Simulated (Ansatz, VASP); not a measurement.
ZrNb2N4 in VASP and in Ansatz

```xyz
7
Lattice="3.0848 -4.2894 0.0000 3.0848 4.2894 0.0000 0.0000 0.0000 3.1910" Properties=species:S:1:pos:R:3 pbc="T T T"
Zr    0.0000    0.0000    0.0000
Nb    1.5424   -2.1447    1.5955
Nb    1.5424    2.1447    1.5955
N     1.4731    0.0000    1.5955
N     4.6965    0.0000    1.5955
N     3.0848   -2.1025    0.0000
N     3.0848    2.1025    0.0000
```

Change from the starting cell: species swapped into the Li2FeBr4 type (Cmmm, No. 65).

Alike in both runs: task single point; functional PBE; k mesh 4 × 4 × 6; occupations gaussian, width 0.1 eV; no spin polarisation.

|  | VASP | Ansatz |
| --- | --- | --- |
| version | VASP 6.6.1 | Ansatz 0.2.0 |
| potentials or method | VASP PAW PBE potentials, release 64 (Zr_sv, Nb_sv, N), cutoff 600 eV | scalar-relativistic, plane waves, PAW |
| valence electrons in the cell | 58 | 58 |

VASP gave:

- gap on the k mesh at the Fermi level (eV): none
- pressure (GPa): -0.3
- traceless stress, the component that is largest in VASP (GPa): 1.88
- rms of the force components (eV/Å): 0.016

Question: What did Ansatz give for the same quantities?

Answer: gap on the k mesh at the Fermi level (eV): none; pressure (GPa): 0.0; traceless stress, the component that is largest in VASP (GPa): 1.92; rms of the force components (eV/Å): 0.019.

Atom by atom the forces differ by 0.007 eV/Å (rms over components). A gap of «none» marks a metal or a gap that the smearing closes.
